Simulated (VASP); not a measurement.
Set up this calculation in VASP 6.6.1, as the native input.

| Property | Result |
| --- | --- |
| Task | single point |
| Functional | PBE |
| Potentials or basis | VASP PAW PBE potentials, release 64 (B) |
| Cutoff | 520 eV |
| k mesh | 22 × 22 × 22 |
| Occupations | fermi-dirac, width 0.1 eV |
| Spin | no spin polarisation |
| Dipole correction | no |
| Further INCAR settings | ALGO = Normal; EDIFF = 1e-07; NBANDS = 10 |

The structure of B lies in POSCAR:

```
B
1.0
    0.0000000000      2.0788465204      2.0788465204
    2.0788465204      0.0000000000      2.0788465204
    2.0788465204      2.0788465204      0.0000000000
B
2
Direct
    0.1250000000      0.1250000000      0.1250000000
    0.8750000000      0.8750000000      0.8750000000
```

This cell differs from its parent crystal: volume scaled by 1.08.

These files were run (other wordings do the same):

INCAR

```
  ALGO = Normal
  EDIFF = 1E-7
  ENCUT = 520
  GGA = PE
  ISIF = 2
  ISMEAR = -1
  LASPH = True
  LCHARG = False
  LREAL = False
  LWAVE = False
  NBANDS = 10
  NELM = 100
  PREC = Accurate
  SIGMA = 0.1
```

KPOINTS

```
k-points
0
Gamma
  22 22 22
```

Potentials or basis: VASP PAW PBE potentials, release 64 (B).

The run is started by

```console
$ cat potpaw_PBE.64/B/POTCAR > POTCAR
$ mpirun -np 1 vasp_std > vasp.out
```

It gave:

| Property | Result |
| --- | --- |
| Pressure | -11.9 GPa |
| Band gap on the k mesh | zero (band 3 reaches 6.96 eV, above the bottom of band 4 at 0.35 eV) |

Wall time 42 s on 1 thread of Intel(R) Xeon(R) Platinum 8259CL CPU @ 2.50GHz (Skylake/Cascade Lake) (shared host), peak memory 0.16 GiB.
